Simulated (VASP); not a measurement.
Runs of VASP 6.6.1 on GaP. The structure is that of space group F-43m (No. 216), or close to it. The cells are those of the table. 

```tsv
task	cell	gap on the mesh (eV)	pressure (GPa)
electric field gradients	a = 3.912, b = 3.912, c = 3.854 Å, angles 60.5, 60.5, 59.0°, 2 atoms	1.33	-4.8
electric field gradients	a = 3.841 Å, angles 60.0°, 2 atoms	(c)	(b)
single point	a = 3.905 Å, angles 60.0°, 2 atoms	1.32	-5.5
single point	a = 3.893, b = 3.893, c = 3.854 Å, angles 60.3, 60.3, 59.3°, 2 atoms	1.39	-4.1
electric field gradients	a = 3.816, b = 3.816, c = 3.854 Å, angles 59.7, 59.7, 60.7°, 2 atoms	1.23	(a)
```

Alike in all rows: level LDA; potentials or basis VASP PAW LDA potentials, release 64 (Ga_d, P); no spin polarisation; k mesh 10 × 10 × 10; cutoff (eV) 520; smearing fermi-dirac 0.05 eV.

Question: Fill in the values left out.

Answer: (a) -1.0; (b) -1.8; (c) 1.44.

A k mesh can miss the band edges, and the runs leave out spin-orbit coupling on Ga.
